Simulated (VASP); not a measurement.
A run of VASP 6.6.1 is set up as follows.

File POSCAR:

```
Ca
1.0
    6.3356767594      0.0000000000      0.0000000000
    0.0000000000      3.8797938090      0.0000000000
    0.0000000000      0.0000000000     25.1447617064
Ca
6
Direct
    0.0000000000      0.0000000000      0.3181577178
    0.5000000000      0.3333333333      0.3908946307
    0.0000000000      0.6666666667      0.4636315436
    0.5000000000      1.0000000000      0.5363684564
    0.0000000000      0.3333333333      0.6091053693
    0.5000000000      0.6666666667      0.6818422822
```

The input INCAR.step1:

```
SYSTEM = Ca
  PREC = Accurate
  ENCUT = 520
  ISMEAR = 1
  SIGMA = 0.1
  LREAL = .FALSE.
  LASPH = .TRUE.
  NELM = 100
  LDIPOL = .TRUE.
  IDIPOL = 3
  DIPOL = 0.5 0.5 0.500
  NBANDS = 39
  GGA = PE
  ALGO = Normal
  EDIFF = 1E-4
  LWAVE = .TRUE.
  LCHARG = .FALSE.
```

The input INCAR.step2:

```
SYSTEM = Ca
  PREC = Accurate
  ENCUT = 520
  EDIFF = 1E-6
  ISMEAR = 1
  SIGMA = 0.1
  LREAL = .FALSE.
  LASPH = .TRUE.
  NELM = 100
  ALGO = Normal
  ISIF = 2
  LWAVE = .FALSE.
  LCHARG = .TRUE.
  LDIPOL = .TRUE.
  IDIPOL = 3
  DIPOL = 0.5 0.5 0.500
  METAGGA = R2SCAN
  LMIXTAU = .TRUE.
  LELF = .TRUE.
  LVHAR = .TRUE.
  LVACPOTAV = .TRUE.
  NBANDS = 39
  ISTART = 1
```

KPOINTS

```
regular mesh
0
G
  3 5 1
  0 0 0
```

Potentials or basis: VASP PAW PBE potentials, release 64 (Ca_sv).

The run is started by

```console
$ cat potpaw_PBE.64/Ca_sv/POTCAR > POTCAR
$ cp INCAR.step1 INCAR
$ mpirun -np 1 vasp_std > vasp.out
$ cp INCAR.step2 INCAR
$ mpirun -np 1 vasp_std > vasp.out
```

Q: Predict the largest force.

A: 0.261 eV/Å.

Q: Estimate the band gap on the k mesh.

A: Zero (band 30 reaches -0.54 eV, above the bottom of band 31 at -0.83 eV).

Forces in eV/Å, atoms in the order of the input:
```
Ca   0.000 -0.120  0.232
Ca   0.000  0.138  0.063
Ca   0.000 -0.009 -0.072
Ca   0.000  0.009  0.072
Ca   0.000 -0.138 -0.063
Ca   0.000  0.120 -0.232
```

Caveat: the PAW data sets were made with another functional, which shifts forces and pressure a little.
